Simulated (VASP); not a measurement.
A run of VASP 6.6.1:

INCAR

```
PREC = Accurate
ENCUT = 600
EDIFF = 1E-6
ISMEAR = -1
SIGMA = 0.1
LREAL = False
LASPH = True
NELM = 200
ALGO = Normal
ISIF = 2
LWAVE = False
LCHARG = False
ISPIN = 2
MAGMOM = 1.5
LORBIT = 11
LMAXMIX = 4
GGA = PE
NBANDS = 15
GGA_COMPAT = False
```

The input KPOINTS:

```
regular mesh
0
Gamma
  7 7 7
```

File POSCAR:

```
Ni
1.0
    0.0000000000      1.7619350000      1.7619350000
    1.7619350000      0.0000000000      1.7619350000
    1.7619350000      1.7619350000      0.0000000000
Ni
1
Direct
    0.0000000000      0.0000000000      0.0000000000
```

Potentials or basis: VASP PAW PBE potentials, release 64 (Ni).

Launch:

```bash
$ cat potpaw_PBE.64/Ni/POTCAR > POTCAR
$ mpirun -np 1 vasp_std > vasp.out
```

Hardware: 1 thread of AMD EPYC 9R45 96-Core Processor (Zen 5) (shared host).

How long does it take, and how much memory?

Wall time 5.7 s on 1 thread of AMD EPYC 9R45 96-Core Processor (Zen 5), on a shared host, peak memory 0.1 GiB. Counts: scf iterations 13, k points 20.
